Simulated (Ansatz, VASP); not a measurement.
## Ga3IrRu: VASP beside Ansatz

```
Ga Ru Ir
1.0
     4.42055    0.00000    0.00000
     0.00000    4.42055    0.00000
     0.00000    0.00000    4.42055
Ga Ru Ir
3 1 1
Cartesian
  2.2103 0.0000 0.0000
  0.0000 2.2103 0.0000
  0.0000 0.0000 2.2103
  2.2103 2.2103 2.2103
  0.0000 0.0000 0.0000
```

Change from the starting cell: species swapped into the Gd3GaC type (Pm-3m, No. 221).

Alike in both runs: task relaxation of cell and atoms; functional PBE; k mesh 4 × 4 × 4; occupations gaussian, width 0.1 eV; no spin polarisation.

|  | VASP | Ansatz |
| --- | --- | --- |
| version | VASP 6.6.1 | Ansatz 0.2.0 |
| potentials or method | VASP PAW PBE potentials, release 64 (Ga_d, Ru_pv, Ir), cutoff 600 eV | scalar-relativistic, plane waves, PAW |
| valence electrons in the cell | 62 | 72 |

|  | VASP | Ansatz | Ansatz less VASP |
| --- | --- | --- | --- |
| gap on the k mesh at the Fermi level, each at its own relaxed structure (eV) | none | none | - |
| relaxed volume (Å³/atom) | 20.55 | 20.46 | -0.090 |
| relaxed length of the cell vector where the two differ most in proportion (Å) | 4.684 | 4.677 | -0.0069 |

A gap of «none» marks a metal or a gap that the smearing closes. VASP's potentials hold 62 valence electrons a cell and Ansatz's 72, so a difference there can come from the potentials and not from the codes.

Neither program's run includes spin-orbit coupling. Noted on VASP's run: the volume moved by over 15 % at a fixed basis, so the end points are rough.
